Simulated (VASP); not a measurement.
Set up this calculation in VASP 6.6.1, as the native input.

```yaml
Task: single point
Functional: PBE
Potentials_or_basis: VASP PAW PBE potentials, release 64 (Au)
Cutoff: 520 eV
k_mesh: 12 × 12 × 12
Occupations: gaussian, width 0.1 eV
Spin: no spin polarisation
Dipole_correction: no
Further_INCAR_settings: ALGO = Fast; EDIFF = 1e-06; NBANDS = 24
```

The structure of Au lies in POSCAR:

```
Au
1.0
    3.8587217306      0.0000000000      0.0000000000
    0.0000000000      3.8587217306      0.0000000000
    0.0000000000      0.0000000000      3.8587217306
Au
3
Direct
    0.5000000000      0.0000000000      0.0000000000
    0.0000000000      0.5000000000      0.0000000000
    0.0000000000      0.0000000000      0.5000000000
```

This cell differs from its parent crystal: volume scaled by 0.91.

These files were run (other wordings do the same):

INCAR

```
PREC = Accurate ; ENCUT = 520
EDIFF = 1E-6 ; ISMEAR = 0
SIGMA = 0.1 ; LREAL = False
LASPH = True ; NELM = 60
ALGO = Fast ; ISIF = 2
LWAVE = False ; LCHARG = False
GGA = PE ; NBANDS = 24
```

KPOINTS

```
regular mesh
0
Gamma
  12 12 12
```

Potentials or basis: VASP PAW PBE potentials, release 64 (Au).

Run with:

```bash
$ cat potpaw_PBE.64/Au/POTCAR > POTCAR
$ mpirun -np 1 vasp_std > vasp.out
```

It gave:

```json
{
  "Pressure": "13.5 GPa"
}
```

Run time: 98 s on 1 thread of Intel(R) Xeon(R) Platinum 8259CL CPU @ 2.50GHz (Skylake/Cascade Lake) (shared host), peak memory 0.22 GiB.
